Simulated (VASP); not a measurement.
# Cu in VASP: single point with PBE

Aim: the single point of Cu with PBE.

Program: VASP 6.6.1. These are calculated values, not measurements. Logs are shortened: lines on timing, memory, paths and dates and some standing lists are left out, and cuts for length are marked.

## 1. The cell of the first run

The typed cell holds 1 atom: a = 2.566 Å, b = 2.566 Å, c = 2.566 Å, α = 120.00°, β = 90.01°, γ = 120.00°.

## 2. Single point, PBE

INCAR reads:

```
SYSTEM = Cu
PREC = Accurate
ENCUT = 520
EDIFF = 1E-6
ISMEAR = -1
SIGMA = 0.05
LREAL = .False.
LASPH = .True.
NELM = 100
ALGO = Normal
ISIF = 2
LWAVE = .False.
LCHARG = .False.
GGA = PE
NBANDS = 12
```

KPOINTS reads:

```
regular mesh
0
Gamma
  13 13 13
  0 0 0
```

POSCAR reads:

```
Cu
1.0
   -1.2798457018      1.8162269211      1.2834276260
    1.2799641886     -1.8167369529      1.2825855046
    1.2860560071      1.8123313621     -1.2827008713
Cu
1
Direct
    0.0000000000      0.0000000000      0.0000000000
```

Potentials or basis: VASP PAW PBE potentials, release 64 (Cu).

Started as:

```sh
cat potpaw_PBE.64/Cu/POTCAR > POTCAR
mpirun -np 1 vasp_std > vasp.out
```

OUTCAR:

```text
SYSTEM = Cu
   PREC = Accurate
   ENCUT = 520
   EDIFF = 1E-6
   ISMEAR = -1
   LREAL = .False.
   LASPH = .True.
   NELM = 100
   ISIF = 2
   GGA = PE

 ion  position               nearest neighbor table
   1  0.000  0.000  0.000-

  LATTYP: Found a body centered tetragonal cell.
 ALAT       =     2.5660131840
 C/A-ratio  =     1.4140861368

  Lattice vectors:

 A1 = (  -1.2860560071,  -1.8123313621,   1.2827008713)
 A2 = (   1.2798457018,  -1.8162269211,  -1.2834276260)
 A3 = (   1.2861744939,   1.8118213303,   1.2833122593)

Analysis of symmetry for initial positions (statically):
=====================================================================
 Subroutine PRICEL returns:
 Original cell was already a primitive cell.

 Routine SETGRP: Setting up the symmetry group for a
 body centered tetragonal supercell.

 Subroutine GETGRP returns: Found 16 space group operations
 (whereof 16 operations were pure point group operations)
 out of a pool of 16 trial point group operations.

The static configuration has the point symmetry D_4h.

Analysis of symmetry for dynamics (positions and initial velocities):
=====================================================================
 Subroutine PRICEL returns:
 Original cell was already a primitive cell.

 Routine SETGRP: Setting up the symmetry group for a
 body centered tetragonal supercell.

 Subroutine GETGRP returns: Found 16 space group operations
 (whereof 16 operations were pure point group operations)
 out of a pool of 16 trial point group operations.

The dynamic configuration has the point symmetry D_4h.

 Subroutine INISYM returns: Found 16 space group operations
 (whereof 16 operations are pure point group operations),
 and found     1 'primitive' translations

----------------------------------------------------------------------------------------

                                     Primitive cell

  volume of cell :      11.9461

  direct lattice vectors                    reciprocal lattice vectors
    -1.279845702  1.816226921  1.283427626     0.000490550  0.275512645  0.389764359
     1.279964189 -1.816736953  1.282585505     0.389724787 -0.000745067  0.389691475
     1.286056007  1.812331362 -1.282700871     0.390180563  0.274923745  0.000036628

  length of vectors
     2.565905634  2.565904725  2.565892933     0.477308824  0.551131029  0.477309060

  position of ions in fractional coordinates (direct lattice)
     0.000000000  0.000000000  0.000000000

  ion indices of the primitive-cell ions
   primitive index   ion index
                 1           1

----------------------------------------------------------------------------------------

 KPOINTS: regular mesh

Automatic generation of k-mesh.
 Grid dimensions read from file:
 generate k-points for:   13   13   13

 Generating k-lattice:

  Cartesian coordinates                     Fractional coordinates (reciprocal lattice)
     0.000037735  0.021193280  0.029981874     0.076923077 -0.000000000  0.000000000
     0.029978830 -0.000057313  0.029976267     0.000000000  0.076923077  0.000000000
     0.030013889  0.021147980  0.000002818    -0.000000000  0.000000000  0.076923077

  Length of vectors
     0.036716063  0.042394695  0.036716082

  Shift w.r.t. Gamma in fractional coordinates (k-lattice)
     0.000000000  0.000000000  0.000000000

 Subroutine IBZKPT returns following result:
 ===========================================

 Found    196 irreducible k-points:

 Following reciprocal coordinates:
            Coordinates               Weight
  0.000000  0.000000  0.000000      1.000000
  0.076923 -0.000000  0.000000      8.000000
  0.153846  0.000000  0.000000      8.000000
  0.230769 -0.000000  0.000000      8.000000
  0.307692  0.000000  0.000000      8.000000
  0.384615 -0.000000  0.000000      8.000000
[... 16 lines left out ...]
  0.230769  0.153846  0.000000     16.000000
  0.307692  0.153846  0.000000     16.000000
 [... further k-points ...]
   k-points           NKPTS =    196   k-points in BZ     NKDIM =    196   number of bands    NBANDS=     12
   number of dos      NEDOS =    301   number of ions     NIONS =      1
   total plane-waves  NPLWV =   8000
   dimension x,y,z NGX =    20 NGY =   20 NGZ =   20
   dimension x,y,z NGXF=    40 NGYF=   40 NGZF=   40
   ions per type =               1
   NGX,Y,Z   is equivalent  to a cutoff of  12.96, 12.96, 12.96 a.u.
   NGXF,Y,Z  is equivalent  to a cutoff of  25.92, 25.92, 25.92 a.u.
 SYSTEM =  Cu
   PREC   = accura    normal or accurate (medium, high low for compatibility)
   ISTART =      0    job   : 0-new  1-cont  2-samecut
   ICHARG =      2    charge: 1-file 2-atom 10-const
   ISPIN  =      1    spin polarized calculation?
   LNONCOLLINEAR =      F non collinear calculations
   LSORBIT =      F    spin-orbit coupling
   LASPH  =      T    aspherical Exc in radial PAW
   ENCUT  =  520.0 eV  38.22 Ry    6.18 a.u.   4.77  4.77  4.77*2*pi/ulx,y,z
   NELM   =    100;   NELMIN=  2; NELMDL= -5     # of ELM steps
   EDIFF  = 0.1E-05   stopping-criterion for ELM
   LREAL  =      F    real-space projection
   EDIFFG = 0.1E-04   stopping-criterion for IOM
   NSW    =      0    number of steps for IOM
   IBRION =     -1    ionic relax: 0-MD 1-quasi-New 2-CG
   NFREE  =      0    steps in history (QN), initial steepest desc. (CG)
   ISIF   =      2    stress and relaxation
   ISYM   =      2    0-nonsym 1-usesym 2-fastsym
   POTIM  = 0.5000    time-step for ionic-motion
   TEBEG  =    0.0;   TEEND  =   0.0 temperature during run
   PSTRESS=    0.0 pullay stress
   NELECT =      11.0000    total number of electrons
   NUPDOWN=      -1.0000    fix difference up-down
   EMIN   =  10.00;   EMAX   =-10.00  energy-range for DOS
   EFERMI =   0.00;   METHOD = LEGACY
   ISMEAR =    -1;   SIGMA  =   0.05  broadening in eV -4-tet -1-fermi 0-gaus
   EFERMI_NEDOS =   21; number of points for ismear=-14 and -15
   IALGO  =     38    algorithm
   IMIX   =      4    mixing-type and parameters
     AMIX     =   0.40;   BMIX     =  1.00
     AMIX_MAG =   1.60;   BMIX_MAG =  1.00
  volume/ion in A,a.u.               =      11.95        80.62
  Fermi-wavevector in a.u.,A,eV,Ry     =   1.592689  3.009746 34.513325  2.536658
  Thomas-Fermi vector in A             =   2.691035
   LORBIT       =      0    0 simple, 1 ext, 2 COOP (PROOUT), +10 PAW based schemes
   GGA     = PE    functional components
   LHFCALC =     F    Hartree Fock is set to
   AEXX    =    0.0000 exact exchange contribution
   IVDW    =     0    specifies the selected vdW correction
   LEPSILON=     F    determine dielectric tensor
   LRPA    =     F    only Hartree local field effects (RPA)
 non-spin polarized calculation
  energy-cutoff  :      520.00
  volume of cell :       11.95
 maximum number of plane-waves:       331
   NGX =  9   NGY =  9   NGZ =  9

 number of electron      11.0000012 magnetization

 Free energy of the ion-electron system (eV)
  ---------------------------------------------------
  ext. energy  EPLUGINS =         0.00000000
  ---------------------------------------------------
  free energy    TOTEN  =        -3.72973809 eV

  energy without entropy =       -3.72700635  energy(sigma->0) =       -3.72837222

 E-fermi :   7.6187     XC(G=0): -12.6603

 val. band max:        7.4275322821   @ k =   0.4615  -0.4615   0.2308
 cond. band min:       7.6335496783   @ k =   0.1538   0.3077   0.0000
 fundamental gap:      0.2060173962
 Fermi energy:         7.6186721490

 k-point     1 :       0.0000    0.0000    0.0000
  band No.  band energies     occupation
      1      -1.8201      2.00000
      2       4.4463      2.00000
      3       4.4464      2.00000
      4       4.4468      2.00000
      5       5.2533      2.00000
      6       5.2537      2.00000
      7      29.9474      0.00000
      8      32.5024      0.00000
      9      32.5026      0.00000
     10      32.5029      0.00000
     11      34.9845      0.00000
     12      34.9847      0.00000

 k-point     2 :       0.0769   -0.0000    0.0000
  band No.  band energies     occupation
      1      -1.6067      2.00000
      2       4.4025      2.00000
      3       4.4855      2.00000
      4       4.4858      2.00000
      5       5.2384      2.00000
      6       5.2389      2.00000
      7      28.4815      0.00000
      8      30.8382      0.00000
      9      31.8881      0.00000
     10      31.8887      0.00000
     11      35.8993      0.00000
     12      35.8995      0.00000

 k-point     3 :       0.1538    0.0000    0.0000
  band No.  band energies     occupation
      1      -0.9807      2.00000
      2       4.2951      2.00000
      3       4.5700      2.00000
      4       4.5704      2.00000
      5       5.2247      2.00000
      6       5.2250      2.00000
      7      24.6341      0.00000
      8      30.4197      0.00000
      9      30.9713      0.00000
     10      30.9722      0.00000
     11      36.8496      0.00000
     12      37.3369      0.00000
[... 286 lines left out ...]
 k-point    23 :       0.2308    0.1538    0.0000
  band No.  band energies     occupation
      1       2.0678      2.00000
      2       3.9380      2.00000
      3       4.3970      2.00000
      4       4.7911      2.00000
      5       5.7372      2.00000
      6       6.0277      2.00000
      7      16.5436      0.00000
      8      25.3212      0.00000
      9      25.5856      0.00000
     10      27.8592      0.00000
     11      36.6675      0.00000
     12      38.1711      0.00000

 k-point    24 :       0.3077    0.1538    0.0000
  band No.  band energies     occupation
      1       2.6796      2.00000
      2       4.1005      2.00000
      3       4.4593      2.00000
      4       4.7173      2.00000
      5       5.8278      2.00000
      6       7.1107      1.99992
      7      13.4617      0.00000
      8      24.1908      0.00000
      9      25.5031      0.00000
     10      27.7115      0.00000
     11      37.3861      0.00000
     12      37.5098      0.00000

 [... further k-points ...]

------------------------ aborting loop because EDIFF is reached ----------------------------------------

  FORCE on cell =-STRESS in cart. coord.  units (eV):
  Direction    XX          YY          ZZ          XY          YZ          ZX
  --------------------------------------------------------------------------------------
  -------------------------------------------------------------------------------------
  Total        0.0415641      0.0419024      0.0415638      0.0000004      0.0000001      0.0000001
  in kB        5.5744869      5.6198533      5.5744400      0.0000476      0.0000180      0.0000087
  external PRESSURE =       5.5895934 kB  Pullay stress =       0.0000000 kB

 VOLUME and BASIS-vectors are now :
 -----------------------------------------------------------------------------
  energy-cutoff  :      520.00
  volume of cell :       11.95
      direct lattice vectors                 reciprocal lattice vectors
    -1.279845702  1.816226921  1.283427626     0.000490550  0.275512645  0.389764359
     1.279964189 -1.816736953  1.282585505     0.389724787 -0.000745067  0.389691475
     1.286056007  1.812331362 -1.282700871     0.390180563  0.274923745  0.000036628

 POSITION                                       TOTAL-FORCE (eV/Angst)
 -----------------------------------------------------------------------------------
      0.00000      0.00000      0.00000        -0.000000     -0.000000      0.000000
 -----------------------------------------------------------------------------------
    total drift:                                0.000000     -0.000000      0.000000

  FREE ENERGIE OF THE ION-ELECTRON SYSTEM (eV)
  ---------------------------------------------------
  free  energy   TOTEN  =        -3.7297380866 eV

  energy  without entropy=       -3.7270063518  energy(sigma->0) =       -3.72837222
```

It took 15 s on 1 thread of AMD EPYC 9R45 (Zen 5), shared host; peak memory 0.11 GiB.

What came out:

| Property | Result |
| --- | --- |
| Free energy | -3.7297 eV |
| Pressure | 0.6 GPa |
| Band gap on the k mesh | zero (an odd number of electrons rules out a gap without spin polarisation) |

Levels at points of the mesh, in eV from the Fermi level:
```tsv
k point	band 3	band 4	band 5	band 6	band 7	band 8	band 9	band 10
(0.00, 0.00, 0.00)	-3.17	-3.17	-2.37	-2.36	22.33	24.88	24.88	24.88
```
